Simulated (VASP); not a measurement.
WC: single point with PBEsol

WC:

```
CELL_PARAMETERS angstrom
2.89848 0.00000 0.00000
-1.44924 2.51016 0.00000
0.00000 0.00000 2.78534
ATOMIC_POSITIONS crystal
W 0.00000 0.00000 0.00000
C 0.66667 0.33333 0.50000
```

This cell differs from its parent crystal: strain along c alone, the other axes held: -1.5 %.

```json
{
  "Program": "VASP 6.6.1",
  "Task": "single point",
  "Functional": "PBEsol",
  "Potentials or basis": "VASP PAW PBE potentials, release 64 (W_sv, C_h)",
  "Cutoff": "910 eV",
  "k mesh": "24 × 24 × 18",
  "Occupations": "gaussian, width 0.1 eV",
  "Spin": "no spin polarisation"
}
```

```
Pressure               : 8.4 GPa
Band gap on the k mesh : zero (bands 9 and 10 overlap by 1.39 eV)
```

Stress tensor (GPa, compression positive):
```
 4.24  0.00  0.00
 0.00  4.24  0.00
 0.00  0.00 16.77
```

Levels at points of the mesh, in eV from the Fermi level:
```
           k point  band 5  band 6  band 7  band 8  band 9  band 10  band 11  band 12  band 13  band 14
(0.00, 0.00, 0.00)  -14.63   -4.46   -3.55   -3.55    0.27     3.36     3.36     5.84     5.84     6.41
(0.50, 0.00, 0.00)  -11.23   -7.19   -3.72   -3.55   -0.56     2.47     4.57     4.88     7.09    10.01
(0.00, 0.00, 0.50)  -10.32   -8.81   -2.24   -2.24   -0.62    -0.62     4.07     4.50     4.50    10.17
(0.50, 0.00, 0.50)  -11.44   -6.62   -4.57   -4.20    0.36     4.49     5.60     6.87     9.45    10.52
```

Wall time 2.4 min on 1 thread of Intel(R) Xeon(R) 6975P-C (Granite Rapids) (shared host), peak memory 0.54 GiB.

Caveat: the cell differs from its parent crystal (strain along c alone, the other axes held: -1.5 %); the cutoff is under 1.25 times the usual one of these potentials, so pressure, stress and relaxed cells hold a basis-set (Pulay) error; the cell stands under pressure; the PAW data sets were made with another functional, which shifts forces and pressure a little; spin-orbit coupling is left out, which moves the levels of the heavy elements.
